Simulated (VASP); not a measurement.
A run of VASP 6.6.1:

Contents of POSCAR:

```
HfO2
1.0
    0.0000000000      2.5291823194      2.3943769017
    2.5291823194      0.0000000000      2.3943769017
    2.5291823194      2.5291823194      0.0000000000
Hf O
1 2
Direct
    0.0000000000      0.0000000000      0.0000000000
    0.2500000000      0.2500000000      0.2500000000
    0.7500000000      0.7500000000      0.7500000000
```

Contents of INCAR.step1:

```
ALGO = Normal ; EDIFF = 1E-5
ENCUT = 520 ; GGA = PE
ISIF = 2 ; ISMEAR = 0
KPAR = 4 ; LASPH = T
LCHARG = F ; LREAL = F
LWAVE = T ; NBANDS = 18
NELM = 80 ; PREC = Accurate
SIGMA = 0.01
```

The input INCAR.step2:

```
ALGO = Normal ; EDIFF = 1E-6
ENCUT = 520 ; GGA = PE
HFSCREEN = 0.2079 ; ISIF = 2
ISMEAR = 0 ; ISTART = 1
KPAR = 4 ; LASPH = T
LCHARG = F ; LHFCALC = T
LREAL = F ; LWAVE = F
NBANDS = 18 ; NELM = 80
PREC = Accurate ; PRECFOCK = Normal
SIGMA = 0.01
```

File KPOINTS:

```
k-points
0
Gamma
  6 6 6
```

Potentials or basis: VASP PAW PBE potentials, release 64 (Hf_pv, O).

Run with:

```bash
$ cat potpaw_PBE.64/Hf_pv/POTCAR potpaw_PBE.64/O/POTCAR > POTCAR
$ cp INCAR.step1 INCAR
$ mpirun -np 4 vasp_std > vasp.out
$ cp INCAR.step2 INCAR
$ mpirun -np 4 vasp_std > vasp.out
```

Hardware: 4 MPI ranks on Oxide Virtual Turin-like Processor, with other jobs on the host.

Task: Estimate the wall time of this run.

Result: Wall time 41 min on 4 MPI ranks on Oxide Virtual Turin-like Processor (shared host), peak memory 0.24 GiB a rank. Counts: k points 30.
